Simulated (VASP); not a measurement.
# Ge2Sb2Te5 (P1) in VASP: single point with PBE+D3(BJ)

Aim: the single point of Ge2Sb2Te5 with PBE+D3(BJ).

Everything below comes from runs of VASP 6.6.1. Logs are shortened: lines on timing, memory, paths and dates and some standing lists are left out, and cuts for length are marked.

### Step 1. The cell of the first run

The typed cell holds 54 atoms: a = 11.950 Å, b = 11.950 Å, c = 11.950 Å, α = 90.00°, β = 90.00°, γ = 90.00°.

### Step 2. Single point, PBE+D3(BJ)

File INCAR:

```
ALGO     = Normal         # electronic algorithm
EDIFF    = 1E-7           # SCF threshold, eV
ENCUT    = 520            # plane-wave cutoff, eV
GGA      = PE             # functional
ISIF     = 2              # what is computed and relaxed
ISMEAR   = 0              # smearing method
IVDW     = 12             # dispersion correction
LASPH    = True           # aspherical terms in the spheres
LCHARG   = False          # write CHGCAR
LREAL    = Auto         
LWAVE    = False          # write WAVECAR
NBANDS   = 237            # bands
NELM     = 60             # most SCF steps
PREC     = Accurate       # precision mode
SIGMA    = 0.05           # smearing width, eV
```

File KPOINTS:

```
k-points
0
Gamma
  1 1 1
```

File POSCAR:

```
Ge2Sb2Te5
1.0
   11.9500000000      0.0000000000      0.0000000000
    0.0000000000     11.9500000000      0.0000000000
    0.0000000000      0.0000000000     11.9500000000
Te Ge Sb
30 12 12
Direct
    0.2717795612      0.2711328148      0.5199582024
    0.1686484510      0.7973110995      0.0939925823
    0.6744860336      0.3667063136      0.1941364569
    0.9499117085      0.0108540697      0.8677178219
    0.1561216169     -0.0052401213      0.6790460801
    0.0278369163      0.1131587982      0.1994836656
    0.8334432309      0.7609022559      0.8736877694
    0.7448479459      0.5229087024      0.5073928241
    0.9090413612      1.0603328702      0.5344197285
    0.3378057738      1.0034993800      0.2867982334
   -0.0125901877      0.3438897469      0.4444238799
    0.9168225528      0.2458971293      0.8924214719
    0.2431846392      0.6596879636      0.2957830826
    0.2770502305      0.5300711326      0.5060264212
    0.3406706603      0.4106533864      0.1695050346
    0.9897767281      0.5141732444      0.2837856759
    0.5810616107      0.8019830887      0.9809124681
    0.1374239321      0.0379884615      0.4307596222
    0.6961899664      0.8422825706      0.6210187410
    1.0399692220      0.4877788138      0.7064124070
    0.3255832469      0.7008729357      0.7260584771
    0.4401113629      0.4651684797      0.9253893326
    0.0775734805      0.7602525057      0.7948634214
    0.4397662997      0.1726369059      0.6861122647
    0.7664304043      0.4663005277      0.9727194682
    0.7225830356      0.6795932428      0.2584697761
    0.4633768416      0.0031037525      0.8587434774
    0.2229312531      0.2642555316      0.8836856897
    0.6698544067      1.0077530610      0.2781936401
    0.5207727347      0.4700002158      0.6997481742
    0.2407630435      0.1424368022      0.1256070430
    0.5446303594      0.8225233549      0.2143629005
    0.5641967306      0.6583935236      0.5644587477
    0.5575396326      0.9944740855      0.5100315312
    0.3736171557      0.9250845279      0.6581174725
    0.3985157568      0.7940960764      0.4213561426
    0.4975716242      0.2631641515      0.0720888150
    0.8089883217      0.9420147320      0.0274962581
    0.5010340156      0.1589146399      0.2644882968
    0.9519545689      0.6420711474      0.4681921013
    0.8081267828      0.5189058190      0.7356925278
    0.8397680875      0.1929672347      0.3523411741
    0.2075910377      0.0300761469     -0.0712568125
    0.5065067486      0.3080279933      0.4391203365
    0.1137683292      0.5569922140      0.9194274919
    0.6932272907      0.1877117063      0.5473257771
   -0.0361331553      0.8770113843      0.1867074978
    0.7137738491      0.3067388774      0.7622539739
    0.0790910719      0.2470286886      0.6919199711
    0.8405888908      0.8434250878      0.4062455786
    0.9170874874      0.6277688947      1.0556959061
    0.5175266801      0.5140408884      0.3110209528
    0.1738226211      0.7811707088      0.4935477188
    0.3714936498      0.6889120152      0.9604039071
```

Potentials or basis: VASP PAW PBE potentials, release 64 (Te, Ge_d, Sb).

On the command line:

```sh
$ cat potpaw_PBE.64/Te/POTCAR potpaw_PBE.64/Ge_d/POTCAR potpaw_PBE.64/Sb/POTCAR > POTCAR
$ mpirun -np 1 vasp_gam > vasp.out
```

OUTCAR:

```text
EDIFF = 1E-7
   ENCUT = 520
   GGA = PE
   ISIF = 2
   ISMEAR = 0
   IVDW = 12
   LASPH = True
   LREAL = Auto
   NELM = 60
   PREC = Accurate
 IVDW          = 12

 ion  position               nearest neighbor table
   1  0.272  0.271  0.520-  44 3.00  24 3.06  14 3.10  49 3.10  18 3.39  11 3.62
   2  0.169  0.797  0.094-  47 2.85  13 3.05  54 3.18  43 3.44  45 3.61  51 3.65
   3  0.674  0.367  0.194-  37 2.85  52 2.93  25 3.10  44 3.62
   4  0.950  0.011  0.868-  38 2.68  12 2.85  43 3.17   7 3.30   5 3.35  23 3.47
   5  0.156  0.995  0.679-  35 2.74  18 3.02  43 3.08  49 3.16  23 3.26   4 3.35  53 3.39   9 3.51

   6  0.028  0.113  0.199-  31 2.72  47 2.93  42 3.05  18 3.19
   7  0.833  0.761  0.874-  38 2.85  51 2.87  23 3.07   4 3.30  17 3.31  19 3.57
   8  0.745  0.523  0.507-  33 2.78  41 2.83  40 2.89  26 3.52  30 3.59  52 3.59  11 3.68
   9  0.909  0.060  0.534-  42 2.82  46 3.00  18 3.01  50 3.12   5 3.51  49 3.56  11 3.68
  10  0.338  0.003  0.287-  39 2.71  31 2.79  18 2.98  36 3.06
  11  0.987  0.344  0.444-  42 2.75  16 2.80  49 3.36   1 3.62  20 3.63   9 3.68   8 3.68
  12  0.917  0.246  0.892-   4 2.85  48 2.97  49 3.08  25 3.33  28 3.67
  13  0.243  0.660  0.296-  36 2.88  53 2.89  14 2.98   2 3.05  16 3.49  15 3.53  52 3.72
  14  0.277  0.530  0.506-  13 2.98   1 3.10  53 3.25  21 3.38  52 3.70
  15  0.341  0.411  0.170-  37 2.82  52 2.98  22 3.22  13 3.53
  16  0.990  0.514  0.284-  40 2.72  11 2.80  51 3.17  13 3.49
  17  0.581  0.802  0.981-  32 2.83  54 2.86  27 3.14  38 3.24   7 3.31
  18  0.137  0.038  0.431-  10 2.98   9 3.01   5 3.02   6 3.19  53 3.19   1 3.39
  19  0.696  0.842  0.621-  33 2.79  34 2.79  50 3.09   7 3.57
  20  0.040  0.488  0.706-  41 2.82  45 2.82  49 2.92  23 3.45  11 3.63
  21  0.326  0.701  0.726-  54 2.86  35 2.86  23 3.16  14 3.38  53 3.45  30 3.63
[... 19 lines left out ...]
  41  0.808  0.519  0.736-  48 2.79  20 2.82   8 2.83  25 2.94
  42  0.840  0.193  0.352-  11 2.75   9 2.82  46 2.92   6 3.05  29 3.13
  43  0.208  0.030  0.929-  31 2.74  28 2.86   5 3.08   4 3.17  27 3.19   2 3.44
  44  0.507  0.308  0.439-  39 2.74  52 2.90  46 2.95   1 3.00  24 3.46   3 3.62  30 3.67
  45  0.114  0.557  0.919-  20 2.82  23 2.88  51 2.98  54 3.49   2 3.61
  46  0.693  0.188  0.547-  34 2.86  42 2.92  48 2.95  44 2.95   9 3.00  24 3.46
  47  0.964  0.877  0.187-  38 2.77   2 2.85   6 2.93  50 3.04  51 3.41
  48  0.714  0.307  0.762-  41 2.79  46 2.95  12 2.97  30 3.11  25 3.22
  49  0.079  0.247  0.692-  28 2.87  20 2.92  12 3.08   1 3.10   5 3.16  11 3.36   9 3.56
  50  0.841  0.843  0.406-  40 2.85  26 2.99  47 3.04  19 3.09   9 3.12  29 3.22
  51  0.917  0.628  0.056-  25 2.82   7 2.87  45 2.98  16 3.17  47 3.41  26 3.41   2 3.65
  52  0.518  0.514  0.311-  44 2.90   3 2.93  15 2.98  26 3.21   8 3.59  14 3.70  13 3.72
  53  0.174  0.781  0.494-  36 2.82  13 2.89  40 3.14  18 3.19  14 3.25   5 3.39  21 3.45
  54  0.371  0.689  0.960-  22 2.83  17 2.86  21 2.86   2 3.18  45 3.49

  LATTYP: Found a simple cubic cell.
 ALAT       =    11.9500000000

  Lattice vectors:

 A1 = (  11.9500000000,   0.0000000000,   0.0000000000)
 A2 = (   0.0000000000,  11.9500000000,   0.0000000000)
 A3 = (   0.0000000000,   0.0000000000,  11.9500000000)

Analysis of symmetry for initial positions (statically):
=====================================================================
 Subroutine PRICEL returns:
 Original cell was already a primitive cell.

 Routine SETGRP: Setting up the symmetry group for a
 simple cubic supercell.

 Subroutine GETGRP returns: Found  1 space group operations
 (whereof  1 operations were pure point group operations)
 out of a pool of 48 trial point group operations.

The static configuration has the point symmetry C_1 .

Analysis of symmetry for dynamics (positions and initial velocities):
=====================================================================
 Subroutine PRICEL returns:
 Original cell was already a primitive cell.

 Routine SETGRP: Setting up the symmetry group for a
 simple cubic supercell.

 Subroutine GETGRP returns: Found  1 space group operations
 (whereof  1 operations were pure point group operations)
 out of a pool of 48 trial point group operations.

The dynamic configuration has the point symmetry C_1 .

 Subroutine INISYM returns: Found  1 space group operations
 (whereof  1 operations are pure point group operations),
 and found     1 'primitive' translations

[... 140 lines left out ...]
     0.000000000  0.000000000  0.083682008     0.000000000  0.000000000  1.000000000

  Length of vectors
     0.083682008  0.083682008  0.083682008

  Shift w.r.t. Gamma in fractional coordinates (k-lattice)
     0.000000000  0.000000000  0.000000000

 Subroutine IBZKPT returns following result:
 ===========================================

 Found      1 irreducible k-points:

 Following reciprocal coordinates:
            Coordinates               Weight
  0.000000  0.000000  0.000000      1.000000
   k-points           NKPTS =      1   k-points in BZ     NKDIM =      1   number of bands    NBANDS=    237
   number of dos      NEDOS =    301   number of ions     NIONS =     54
   total plane-waves  NPLWV = 729000
   dimension x,y,z NGX =    90 NGY =   90 NGZ =   90
   dimension x,y,z NGXF=   180 NGYF=  180 NGZF=  180
   ions per type =              30  12  12
   NGX,Y,Z   is equivalent  to a cutoff of  12.52, 12.52, 12.52 a.u.
   NGXF,Y,Z  is equivalent  to a cutoff of  25.04, 25.04, 25.04 a.u.
 SYSTEM =  unknown system
   PREC   = accura    normal or accurate (medium, high low for compatibility)
   ISTART =      0    job   : 0-new  1-cont  2-samecut
   ICHARG =      2    charge: 1-file 2-atom 10-const
   ISPIN  =      1    spin polarized calculation?
   LNONCOLLINEAR =      F non collinear calculations
   LSORBIT =      F    spin-orbit coupling
   LASPH  =      T    aspherical Exc in radial PAW
   ENCUT  =  520.0 eV  38.22 Ry    6.18 a.u.  22.22 22.22 22.22*2*pi/ulx,y,z
   NELM   =     60;   NELMIN=  2; NELMDL= -5     # of ELM steps
   EDIFF  = 0.1E-06   stopping-criterion for ELM
   LREAL  =      T    real-space projection
   EDIFFG = 0.1E-05   stopping-criterion for IOM
   NSW    =      0    number of steps for IOM
   IBRION =     -1    ionic relax: 0-MD 1-quasi-New 2-CG
   NFREE  =      0    steps in history (QN), initial steepest desc. (CG)
   ISIF   =      2    stress and relaxation
   ISYM   =      2    0-nonsym 1-usesym 2-fastsym
   POTIM  = 0.5000    time-step for ionic-motion
   TEBEG  =    0.0;   TEEND  =   0.0 temperature during run
   PSTRESS=    0.0 pullay stress
   NELECT =     408.0000    total number of electrons
   NUPDOWN=      -1.0000    fix difference up-down
   EMIN   =  10.00;   EMAX   =-10.00  energy-range for DOS
   EFERMI =   0.00;   METHOD = LEGACY
   ISMEAR =     0;   SIGMA  =   0.05  broadening in eV -4-tet -1-fermi 0-gaus
   EFERMI_NEDOS =   21; number of points for ismear=-14 and -15
   IALGO  =     38    algorithm
   IMIX   =      4    mixing-type and parameters
     AMIX     =   0.40;   BMIX     =  1.00
     AMIX_MAG =   1.60;   BMIX_MAG =  1.00
  volume/ion in A,a.u.               =      31.60       213.26
  Fermi-wavevector in a.u.,A,eV,Ry     =   1.016078  1.920109 14.046848  1.032414
  Thomas-Fermi vector in A             =   2.149401
   LORBIT       =      0    0 simple, 1 ext, 2 COOP (PROOUT), +10 PAW based schemes
   GGA     = PE    functional components
   LHFCALC =     F    Hartree Fock is set to
   AEXX    =    0.0000 exact exchange contribution
   IVDW    =    12    specifies the selected vdW correction
   LEPSILON=     F    determine dielectric tensor
   LRPA    =     F    only Hartree local field effects (RPA)
 non-spin polarized calculation
 Gauss-broadening in eV      SIGMA  =   0.05
  energy-cutoff  :      520.00
  volume of cell :     1706.49
 maximum number of plane-waves:     22981
 NGX is ok and might be reduce to    90
   NGX = 45   NGY = 45   NGZ = 45

 number of electron     408.0000056 magnetization

 Free energy of the ion-electron system (eV)
  ---------------------------------------------------
  ext. energy  EPLUGINS =         0.00000000
  ---------------------------------------------------
  free energy    TOTEN  =      -192.90348837 eV

  energy without entropy =     -192.90348827  energy(sigma->0) =     -192.90348832

 E-fermi :   5.6184     XC(G=0):  -9.1342

 val. band max:        5.4370544185   @ k =   0.0000   0.0000   0.0000
 cond. band min:       5.7997877381   @ k =   0.0000   0.0000   0.0000
 fundamental gap:      0.3627333196
 Fermi energy:         5.6184208111

 k-point     1 :       0.0000    0.0000    0.0000
  band No.  band energies     occupation
      1     -19.2293      2.00000
      2     -19.2230      2.00000
      3     -19.1982      2.00000
      4     -19.1785      2.00000
      5     -19.1760      2.00000
      6     -19.1543      2.00000
[... 208 lines left out ...]
    215       6.6617      0.00000
    216       6.6768      0.00000
 [bands above 216 left out]

------------------------ aborting loop because EDIFF is reached ----------------------------------------

 Edisp (eV)  -21.64344

 E6    (eV) :   -11.7601

 E8    (eV) :    -9.8833

  FORCE on cell =-STRESS in cart. coord.  units (eV):
  Direction    XX          YY          ZZ          XY          YZ          ZX
  --------------------------------------------------------------------------------------
  -------------------------------------------------------------------------------------
  Total       3.48014    11.59362     1.98699    -0.36483    -2.23352    -0.90822
  in kB       3.26741    10.88494     1.86553    -0.34253    -2.09700    -0.85271
  external pressure =        5.34 kB  Pullay stress =        0.00 kB

 VOLUME and BASIS-vectors are now :
 -----------------------------------------------------------------------------
  energy-cutoff  :      520.00
  volume of cell :     1706.49
      direct lattice vectors                 reciprocal lattice vectors
    11.950000000  0.000000000  0.000000000     0.083682008  0.000000000  0.000000000
     0.000000000 11.950000000  0.000000000     0.000000000  0.083682008  0.000000000
     0.000000000  0.000000000 11.950000000     0.000000000  0.000000000  0.083682008

 POSITION                                       TOTAL-FORCE (eV/Angst)
 -----------------------------------------------------------------------------------
      3.24777      3.24004      6.21350        -0.015909     -0.002200      0.025095
      2.01535      9.52787      1.12321         0.006148      0.012675     -0.003842
      8.06011      4.38214      2.31993        -0.006895     -0.019143      0.010940
     11.35144      0.12971     10.36923        -0.000103     -0.023358     -0.007344
      1.86565     11.88738      8.11460        -0.040236      0.004983      0.033456
      0.33265      1.35225      2.38383        -0.025687      0.006922      0.008449
[... 46 lines left out ...]
      2.07718      9.33499      5.89790        -0.037482      0.015720      0.013161
      4.43935      8.23250     11.47683        -0.024930      0.000825      0.025175
 -----------------------------------------------------------------------------------
    total drift:                                0.017561      0.023710      0.003134

  FREE ENERGIE OF THE ION-ELECTRON SYSTEM (eV)
  ---------------------------------------------------
  free  energy   TOTEN  =      -214.5469261303 eV

  energy  without entropy=     -214.5469260213  energy(sigma->0) =     -214.54692608
```

Wall time 12 min (1 thread of AMD EPYC 7R13 (Zen 3), shared host); peak memory 1.4 GiB.

Results:

- Free energy: -214.5469 eV
- Pressure: 0.5 GPa
- Largest force: 0.075 eV/Å
- Dispersion energy per atom: -0.401 eV

Forces in eV/Å, atoms in the order of the input:
```
Te  -0.016 -0.002  0.025
Te   0.006  0.013 -0.004
Te  -0.007 -0.019  0.011
Te   0.000 -0.023 -0.007
Te  -0.040  0.005  0.033
Te  -0.026  0.007  0.008
Te   0.011  0.034 -0.016
Te   0.017 -0.007  0.011
Te   0.003 -0.041  0.037
Te  -0.001 -0.004 -0.005
Te   0.008  0.018  0.005
Te  -0.013  0.021  0.014
Te   0.008 -0.020 -0.013
Te   0.007 -0.037 -0.017
Te  -0.018  0.000 -0.002
Te   0.004 -0.006  0.008
Te   0.021  0.017  0.015
Te   0.016 -0.019  0.011
Te   0.021 -0.014  0.000
Te   0.011  0.020 -0.025
Te   0.003  0.000 -0.010
Te  -0.002 -0.020 -0.009
Te  -0.015 -0.011 -0.038
Te  -0.027  0.017 -0.010
Te  -0.011  0.002 -0.017
Te  -0.010  0.016  0.002
Te   0.010  0.009  0.009
Te   0.019  0.025  0.007
Te   0.016 -0.037 -0.007
Te   0.001  0.006  0.005
Ge   0.022  0.016  0.000
Ge  -0.001 -0.008  0.009
Ge  -0.011 -0.006 -0.017
Ge   0.013  0.007 -0.014
Ge   0.011 -0.004  0.013
Ge   0.015 -0.002 -0.004
Ge   0.008 -0.030  0.018
Ge  -0.010 -0.006  0.006
Ge  -0.010  0.034 -0.016
Ge   0.021 -0.002 -0.001
Ge  -0.014  0.042 -0.030
Ge  -0.032  0.009 -0.016
Sb  -0.001 -0.031 -0.007
Sb   0.001  0.001  0.014
Sb   0.022 -0.004  0.006
Sb   0.051  0.015 -0.053
Sb   0.003  0.008 -0.004
Sb  -0.023 -0.029  0.023
Sb   0.000  0.000 -0.025
Sb  -0.007  0.006  0.009
Sb   0.015 -0.004  0.028
Sb  -0.005  0.022 -0.001
Sb  -0.037  0.016  0.013
Sb  -0.025  0.001  0.025
```

Levels at points of the mesh, in eV from the Fermi level:
| k point | band 201 | band 202 | band 203 | band 204 | band 205 | band 206 | band 207 | band 208 |
| --- | --- | --- | --- | --- | --- | --- | --- | --- |
| (0.00, 0.00, 0.00) | -0.39 | -0.33 | -0.31 | -0.18 | 0.18 | 0.32 | 0.45 | 0.54 |

Caveat: the k points lie up to 0.53 Å⁻¹ apart; spin-orbit coupling is left out, which moves the levels of the heavy elements.
